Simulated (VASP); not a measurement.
Here is a VASP 6.6.1 calculation.

Contents of INCAR:

```
PREC = Accurate ; ENCUT = 520
EDIFF = 1E-7 ; ISMEAR = 0
SIGMA = 0.1 ; LREAL = F
LASPH = T ; NELM = 100
ALGO = Normal ; ISIF = 2
LWAVE = F ; LCHARG = F
LDIPOL = T ; IDIPOL = 3
DIPOL = 0.5 0.5 0.500 ; GGA = CA
NBANDS = 11
```

KPOINTS

```
Automatic mesh
0
Gamma
  15 15 1
```

POSCAR

```
Si
1.0
    3.7080000000      0.0000000000      0.0000000000
   -1.8540000000      3.2112221972      0.0000000000
    0.0000000000      0.0000000000     28.0000000000
Si
2
Direct
    0.3333333333      0.6666666667      0.5178571429
    0.6666666667      0.3333333333      0.4821428571
```

Potentials or basis: VASP PAW LDA potentials, release 64 (Si).

Command:

```console
$ cat potpaw_LDA.64/Si/POTCAR > POTCAR
$ mpirun -np 1 vasp_std > vasp.out
```

Task: Estimate the band gap on the k mesh.

Result: Zero (band 4 reaches -2.84 eV, above the bottom of band 5 at -3.59 eV).

Task: Predict the largest force.

Result: 1.863 eV/Å.

Forces on the atoms (eV/Å):
```
Si   0.000  0.000 -1.863
Si   0.000  0.000  1.863
```
